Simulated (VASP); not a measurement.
Runs of VASP 6.6.1 on TiO2. Symmetry: C2/c, No. 15, monoclinic system. The conventional cell has a = 5.412 Å, b = 5.413 Å, c = 5.472 Å, α = 90.00°, β = 118.77°, γ = 90.00°. Within 2.6 Å of Ti (site symmetry 2) lie 6 O at 1.93 to 2.00 Å. O (site symmetry 1) has 3 Ti at 1.93 to 2.00 Å and 2 O at 2.50 Å within 2.6 Å. 

```tsv
k mesh	smearing	gap on the mesh (eV)	pressure (GPa)	largest force (eV/Å)
1 × 1 × 1	gaussian 0.02 eV	-	18.1	6.40
2 × 2 × 2	gaussian 0.02 eV	(a)	-1.9	0.29
6 × 6 × 4	gaussian 0.02 eV	2.05	-1.0	0.11
8 × 8 × 6	methfessel-paxton 0.22 eV	2.05	-1.0	0.10
4 × 4 × 2	gaussian 0.02 eV	2.05	-1.0	0.10
```

Alike in all rows: task single point; level PBE; potentials or basis VASP PAW PBE potentials, release 64 (Ti_sv, O); no spin polarisation; cell as given; cutoff (eV) 520.

Task: Fill in the values left out.

Result: (a) 2.03.

Caveats: some runs use coarse meshes; forces of over 1 eV/Å act on the atoms, so gaps and moduli don't describe the material at rest (at least some runs).

A k mesh can miss the band edges.
